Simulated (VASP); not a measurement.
# MgI2 (P-3m1) in VASP: a series of runs, part 2 of 2

VASP 6.6.1. The steps go on from the part before.

**4. Single point, PBE**

Contents of INCAR:

```
SYSTEM = MgI2
PREC = Accurate
ENCUT = 520
EDIFF = 1E-6
ISMEAR = 0
SIGMA = 0.05
LREAL = .FALSE.
LASPH = .TRUE.
NELM = 80
ALGO = Normal
ISIF = 2
LWAVE = .FALSE.
LCHARG = .FALSE.
GGA = PE
NBANDS = 15
NELECT = 15.5
```

Contents of KPOINTS:

```
regular mesh
0
G
  9 9 4
  0 0 0
```

Contents of POSCAR:

```
MgI2
1.0
    4.1400000000      0.0000000000      0.0000000000
   -2.0700000000      3.5853451717      0.0000000000
    0.0000000000      0.0000000000      6.8800000000
Mg I
1 2
Direct
    0.0000000000      0.0000000000      0.0000000000
    0.3333333333      0.6666666667      0.2500000000
    0.6666666667      0.3333333333      0.7500000000
```

Potentials or basis: VASP PAW PBE potentials, release 64 (Mg, I).

Launch:

```console
$ cat potpaw_PBE.64/Mg/POTCAR potpaw_PBE.64/I/POTCAR > POTCAR
$ mpirun -np 1 vasp_std > vasp.out
```

OUTCAR:

```text
SYSTEM = MgI2
   PREC = Accurate
   ENCUT = 520
   EDIFF = 1E-6
   ISMEAR = 0
   LREAL = .FALSE.
   LASPH = .TRUE.
   NELM = 80
   ISIF = 2
   GGA = PE
   NELECT = 15.5

 ion  position               nearest neighbor table
   1  0.000  0.000  0.000-   2 2.94   3 2.94   3 2.94   2 2.94   3 2.94   2 2.94
   2  0.333  0.667  0.250-   1 2.94   1 2.94   1 2.94
   3  0.667  0.333  0.750-   1 2.94   1 2.94   1 2.94

  LATTYP: Found a hexagonal cell.
 ALAT       =     4.1400000000
 C/A-ratio  =     1.6618357488

  Lattice vectors:

 A1 = (   4.1400000000,   0.0000000000,   0.0000000000)
 A2 = (  -2.0700000000,   3.5853451717,   0.0000000000)
 A3 = (   0.0000000000,   0.0000000000,   6.8800000000)

Analysis of symmetry for initial positions (statically):
=====================================================================
 Subroutine PRICEL returns:
 Original cell was already a primitive cell.

 Routine SETGRP: Setting up the symmetry group for a
 hexagonal supercell.

 Subroutine GETGRP returns: Found 12 space group operations
 (whereof 12 operations were pure point group operations)
 out of a pool of 24 trial point group operations.

The static configuration has the point symmetry D_3d.

Analysis of symmetry for dynamics (positions and initial velocities):
=====================================================================
 Subroutine PRICEL returns:
 Original cell was already a primitive cell.

 Routine SETGRP: Setting up the symmetry group for a
 hexagonal supercell.

 Subroutine GETGRP returns: Found 12 space group operations
 (whereof 12 operations were pure point group operations)
 out of a pool of 24 trial point group operations.

The dynamic configuration has the point symmetry D_3d.

 Subroutine INISYM returns: Found 12 space group operations
 (whereof 12 operations are pure point group operations),
 and found     1 'primitive' translations

----------------------------------------------------------------------------------------

                                     Primitive cell

  volume of cell :     102.1221

  direct lattice vectors                    reciprocal lattice vectors
     4.140000000  0.000000000  0.000000000     0.241545894  0.139456587  0.000000000
    -2.070000000  3.585345172  0.000000000     0.000000000  0.278913174  0.000000000
     0.000000000  0.000000000  6.880000000     0.000000000  0.000000000  0.145348837

  length of vectors
     4.140000000  4.140000000  6.880000000     0.278913174  0.278913174  0.145348837

  position of ions in fractional coordinates (direct lattice)
     0.000000000  0.000000000  0.000000000
     0.333333333  0.666666667  0.250000000
     0.666666667  0.333333333  0.750000000

  ion indices of the primitive-cell ions
   primitive index   ion index
                 1           1
                 2           2
                 3           3

----------------------------------------------------------------------------------------

 KPOINTS: regular mesh

Automatic generation of k-mesh.
 Grid dimensions read from file:
 generate k-points for:    9    9    4

[... 45 lines left out ...]
   k-points           NKPTS =     43   k-points in BZ     NKDIM =     43   number of bands    NBANDS=     15
   number of dos      NEDOS =    301   number of ions     NIONS =      3
   total plane-waves  NPLWV =  55296
   dimension x,y,z NGX =    32 NGY =   32 NGZ =   54
   dimension x,y,z NGXF=    64 NGYF=   64 NGZF=  108
   ions per type =               1   2
   NGX,Y,Z   is equivalent  to a cutoff of  12.85, 12.85, 13.05 a.u.
   NGXF,Y,Z  is equivalent  to a cutoff of  25.70, 25.70, 26.10 a.u.
 SYSTEM =  MgI2
   PREC   = accura    normal or accurate (medium, high low for compatibility)
   ISTART =      0    job   : 0-new  1-cont  2-samecut
   ICHARG =      2    charge: 1-file 2-atom 10-const
   ISPIN  =      1    spin polarized calculation?
   LNONCOLLINEAR =      F non collinear calculations
   LSORBIT =      F    spin-orbit coupling
   LASPH  =      T    aspherical Exc in radial PAW
   ENCUT  =  520.0 eV  38.22 Ry    6.18 a.u.   7.70  7.70 12.79*2*pi/ulx,y,z
   NELM   =     80;   NELMIN=  2; NELMDL= -5     # of ELM steps
   EDIFF  = 0.1E-05   stopping-criterion for ELM
   LREAL  =      F    real-space projection
   EDIFFG = 0.1E-04   stopping-criterion for IOM
   NSW    =      0    number of steps for IOM
   IBRION =     -1    ionic relax: 0-MD 1-quasi-New 2-CG
   NFREE  =      0    steps in history (QN), initial steepest desc. (CG)
   ISIF   =      2    stress and relaxation
   ISYM   =      2    0-nonsym 1-usesym 2-fastsym
   POTIM  = 0.5000    time-step for ionic-motion
   TEBEG  =    0.0;   TEEND  =   0.0 temperature during run
   PSTRESS=    0.0 pullay stress
   NELECT =      15.5000    total number of electrons
   NUPDOWN=      -1.0000    fix difference up-down
   EMIN   =  10.00;   EMAX   =-10.00  energy-range for DOS
   EFERMI =   0.00;   METHOD = LEGACY
   ISMEAR =     0;   SIGMA  =   0.05  broadening in eV -4-tet -1-fermi 0-gaus
   EFERMI_NEDOS =   21; number of points for ismear=-14 and -15
   IALGO  =     38    algorithm
   IMIX   =      4    mixing-type and parameters
     AMIX     =   0.40;   BMIX     =  1.00
     AMIX_MAG =   1.60;   BMIX_MAG =  1.00
  volume/ion in A,a.u.               =      34.04       229.72
  Fermi-wavevector in a.u.,A,eV,Ry     =   0.873264  1.650229 10.375663  0.762590
  Thomas-Fermi vector in A             =   1.992630
   LORBIT       =      0    0 simple, 1 ext, 2 COOP (PROOUT), +10 PAW based schemes
   GGA     = PE    functional components
   LHFCALC =     F    Hartree Fock is set to
   AEXX    =    0.0000 exact exchange contribution
   IVDW    =     0    specifies the selected vdW correction
   LEPSILON=     F    determine dielectric tensor
   LRPA    =     F    only Hartree local field effects (RPA)
 non-spin polarized calculation
 Gauss-broadening in eV      SIGMA  =   0.05
  energy-cutoff  :      520.00
  volume of cell :      102.12
 maximum number of plane-waves:      2779
 NGX is ok and might be reduce to    32
   NGX = 15   NGY = 15   NGZ = 25

 number of electron      15.5000002 magnetization

 Free energy of the ion-electron system (eV)
  ---------------------------------------------------
  ext. energy  EPLUGINS =         0.00000000
  ---------------------------------------------------
  free energy    TOTEN  =        -8.76125961 eV

  energy without entropy =       -8.75687883  energy(sigma->0) =       -8.75906922

 E-fermi :   1.9883     XC(G=0):  -8.1566

 val. band max:        1.9807390342   @ k =   0.1111  -0.0000   0.2500
 cond. band min:       1.9886267778   @ k =   0.1111   0.1111   0.0000
 fundamental gap:      0.0078877436
 Fermi energy:         1.9883048122

 k-point     1 :       0.0000    0.0000    0.0000
  band No.  band energies     occupation
      1      -9.8083      2.00000
      2      -9.1574      2.00000
      3      -1.2284      2.00000
      4       1.8825      1.99723
      5       1.8825      1.99723
      6       2.2353      0.00000
      7       2.2379      0.00000
      8       2.2379      0.00000
      9       6.0453      0.00000
     10       7.2835      0.00000
     11       9.2031      0.00000
     12       9.2031      0.00000
     13       9.8524      0.00000
     14      10.6426      0.00000
[... 401 lines left out ...]
      2      -9.0394      2.00000
      3      -0.7648      2.00000
      4       0.1985      2.00000
      5       0.5025      2.00000
      6       1.2496      2.00000
      7       1.5514      2.00000
      8       1.9087      1.97565
      9       6.6805      0.00000
     10       8.4049      0.00000
     11       8.9135      0.00000
     12       9.3008      0.00000
     13       9.8349      0.00000
     14      10.2301      0.00000
     15      11.2092      0.00000

 [... further k-points ...]

------------------------ aborting loop because EDIFF is reached ----------------------------------------

  FORCE on cell =-STRESS in cart. coord.  units (eV):
  Direction    XX          YY          ZZ          XY          YZ          ZX
  --------------------------------------------------------------------------------------
  -------------------------------------------------------------------------------------
  Total       -4.2221938     -4.2221938     -4.2148566     -0.0000000      0.0000000      0.0000000
  in kB      -66.2413228    -66.2413228    -66.1262103     -0.0000000      0.0000000      0.0000000
  external PRESSURE =     -66.2029520 kB  Pullay stress =       0.0000000 kB

 VOLUME and BASIS-vectors are now :
 -----------------------------------------------------------------------------
  energy-cutoff  :      520.00
  volume of cell :      102.12
      direct lattice vectors                 reciprocal lattice vectors
     4.140000000  0.000000000  0.000000000     0.241545894  0.139456587  0.000000000
    -2.070000000  3.585345172  0.000000000     0.000000000  0.278913174  0.000000000
     0.000000000  0.000000000  6.880000000     0.000000000  0.000000000  0.145348837

 POSITION                                       TOTAL-FORCE (eV/Angst)
 -----------------------------------------------------------------------------------
      0.00000      0.00000      0.00000         0.000000      0.000000      0.000000
     -0.00000      2.39023      1.72000        -0.000000      0.000000     -0.047938
      2.07000      1.19512      5.16000         0.000000      0.000000      0.047938
 -----------------------------------------------------------------------------------
    total drift:                                0.000000     -0.000000      0.000000

  FREE ENERGIE OF THE ION-ELECTRON SYSTEM (eV)
  ---------------------------------------------------
  free  energy   TOTEN  =        -8.7612596130 eV

  energy  without entropy=       -8.7568788280  energy(sigma->0) =       -8.75906922
```

OSZICAR:

```text
N       E                     dE             d eps       ncg     rms          rms(c)
DAV:   1     0.704897043695E+02    0.70490E+02   -0.52537E+03  1290   0.764E+02
DAV:   2    -0.318497141567E+01   -0.73675E+02   -0.67622E+02  1795   0.128E+02
DAV:   3    -0.868708306956E+01   -0.55021E+01   -0.54593E+01  1717   0.396E+01
DAV:   4    -0.879112931025E+01   -0.10405E+00   -0.10403E+00  1776   0.651E+00
DAV:   5    -0.879252365649E+01   -0.13943E-02   -0.13943E-02  1787   0.690E-01    0.382E+00
DAV:   6    -0.878056565110E+01    0.11958E-01   -0.48342E-02  1507   0.127E+00    0.250E+00
DAV:   7    -0.876426772096E+01    0.16298E-01   -0.87722E-02  1465   0.165E+00    0.280E-01
DAV:   8    -0.876147456480E+01    0.27932E-02   -0.56787E-03  1458   0.430E-01    0.211E-01
DAV:   9    -0.876126357198E+01    0.21099E-03   -0.11315E-03  1759   0.171E-01    0.437E-02
DAV:  10    -0.876125354488E+01    0.10027E-04   -0.75898E-05  1620   0.441E-02    0.490E-02
DAV:  11    -0.876125972518E+01   -0.61803E-05   -0.15223E-05  1584   0.250E-02    0.101E-02
DAV:  12    -0.876125961304E+01    0.11214E-06   -0.14006E-06  1284   0.735E-03
   1 F= -.87612596E+01 E0= -.87590692E+01  d E =-.438079E-02
```

It took 96 s on 1 thread of Intel Xeon 8259CL, shared host; peak memory 0.26 GiB.

What came out:

```
Free energy   : -8.7613 eV
Largest force : 0.048 eV/Å
```

Forces on the atoms (eV/Å):
```
Mg   0.000  0.000  0.000
I    0.000  0.000 -0.048
I    0.000  0.000  0.048
```

Caveat: the cell carries a net charge on a neutralising background, which shifts energy and pressure; the cell is charged against a uniform background, so pressure and absolute levels hang on convention; spin-orbit coupling is left out, which moves the levels of the heavy elements; this functional lacks dispersion, which binds the layers, so the pressure and a relaxed spacing across them are unreliable.

**5. Single point, PBE**

This run uses another cell than the first one, of 40.85 Å³/atom.

Contents of INCAR:

```
SYSTEM = MgI2
  ALGO = Normal
  EDIFF = 1E-6
  ENCUT = 520
  GGA = PE
  ISIF = 2
  ISMEAR = 0
  LASPH = .TRUE.
  LCHARG = .FALSE.
  LREAL = .FALSE.
  LWAVE = .FALSE.
  NBANDS = 15
  NELM = 60
  PREC = Accurate
  SIGMA = 0.05
```

Contents of KPOINTS:

```
k-points
0
G
  9 9 4
  0 0 0
```

Contents of POSCAR:

```
MgI2
1.0
    4.3994064764      0.0000000000      0.0000000000
   -2.1997032382      3.8099977702      0.0000000000
    0.0000000000      0.0000000000      7.3110909560
Mg I
1 2
Direct
    0.0000000000      0.0000000000      0.0000000000
    0.3333333333      0.6666666667      0.2500000000
    0.6666666667      0.3333333333      0.7500000000
```

Launch:

```console
$ cat potpaw_PBE.64/Mg/POTCAR potpaw_PBE.64/I/POTCAR > POTCAR
$ mpirun -np 1 vasp_std > vasp.out
```

Run time: 1.9 min. Hardware: 1 thread of Intel Xeon 8259CL, shared host; peak memory 0.29 GiB.

The run converged. Its results:

| Property | Result |
| --- | --- |
| Free energy | -7.4692 eV |
| Pressure | -3.3 GPa |
| Largest force | 0.846 eV/Å |
| Band gap on the k mesh | 2.94 eV |

Forces in eV/Å, atoms in the order of the input:
```
Mg   0.000  0.000  0.000
I    0.000  0.000 -0.846
I    0.000  0.000  0.846
```

Stress tensor (GPa, compression positive):
```
-3.12  0.00  0.00
 0.00 -3.12  0.00
 0.00  0.00 -3.53
```

Levels at points of the mesh, in eV from the valence-band top:
```csv
k point,band 6,band 7,band 8,band 9,band 10,band 11
"(0.00, 0.00, 0.00)",-0.02,0.00,0.00,2.94,4.78,6.54
"(0.00, 0.00, 0.50)",-0.16,-0.09,-0.09,3.84,4.70,6.40
```

Caveat: the cell stands under tension; spin-orbit coupling is left out, which moves the levels of the heavy elements; an odd mesh through Γ misses points on the zone boundary, where band edges can lie; this functional lacks dispersion, which binds the layers, so the pressure and a relaxed spacing across them are unreliable.
